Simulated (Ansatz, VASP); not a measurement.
# Two plane-wave programs on Cs

```
CELL_PARAMETERS angstrom
-2.75008 2.75008 4.09724
2.75008 -2.75008 4.09724
2.75008 2.75008 -4.09724
ATOMIC_POSITIONS crystal
Cs 0.00000 0.00000 0.00000
```

Alike in both runs: task single point; functional r2SCAN; k mesh 12 × 12 × 12; occupations gaussian, width 0.15 eV; no spin polarisation.

|  | VASP | Ansatz |
| --- | --- | --- |
| version | VASP 6.6.1 | Ansatz 0.2.0 |
| potentials or method | VASP PAW PBE potentials, release 64 (Cs_sv), cutoff 520 eV | scalar-relativistic, plane waves, PAW |
| valence electrons in the cell | 9 | 9 |

|  | VASP | Ansatz | Ansatz less VASP |
| --- | --- | --- | --- |
| gap on the k mesh at the Fermi level (eV) | none | none | - |
| pressure (GPa) | 0.0 | 0.0 | 0.00 |

VASP's potentials were made for PBE, not for r2SCAN. A gap of «none» marks a metal or a gap that the smearing closes. With one functional, cell and mesh, what is left measures potentials, basis and numerics.

Spin-orbit coupling is off throughout.
